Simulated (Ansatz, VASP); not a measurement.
**Two plane-wave programs on AlGaN2**

```
CELL_PARAMETERS angstrom
3.11529 0.00000 0.00000
0.00000 3.11529 0.00000
0.00000 0.00000 4.20896
ATOMIC_POSITIONS crystal
Al 0.50000 0.50000 0.50000
Ga 0.00000 0.00000 0.00000
N 0.50000 0.00000 0.73922
N 0.00000 0.50000 0.26078
```

Change from the starting cell: strain along c alone, the other axes held, atoms relaxed: -4.0 %.

Alike in both runs: functional LDA; k mesh 8 × 8 × 6; occupations gaussian, width 0.02 eV; no spin polarisation.

Ansatz relaxed the structure, and its values are those at the end. VASP's run is a single point on that final structure, the one shown.

```csv
,VASP,Ansatz
version,VASP 6.6.1,Ansatz 0.2.0
potentials or method,"VASP PAW LDA potentials, release 64 (Al, Ga_d, N_h), cutoff 910 eV","scalar-relativistic, plane waves, PAW"
valence electrons in the cell,26,26
```

|  | VASP | Ansatz | Ansatz less VASP |
| --- | --- | --- | --- |
| gap on the k mesh at the Fermi level (eV) | 3.41 | 3.40 | -0.001 |
| least direct gap on the mesh (eV) | 3.42 | 3.40 | -0.013 |
| rms of the force components (eV/Å) | 0.011 | 0.000 | -0.0112 |

LDA's correlation is that of Perdew and Zunger in VASP and of Perdew and Wang (1992) in Ansatz. Ansatz's warnings: stress scf threshold loose.

Noted on VASP's run: the cutoff is short for stress, so the pressure is rough.
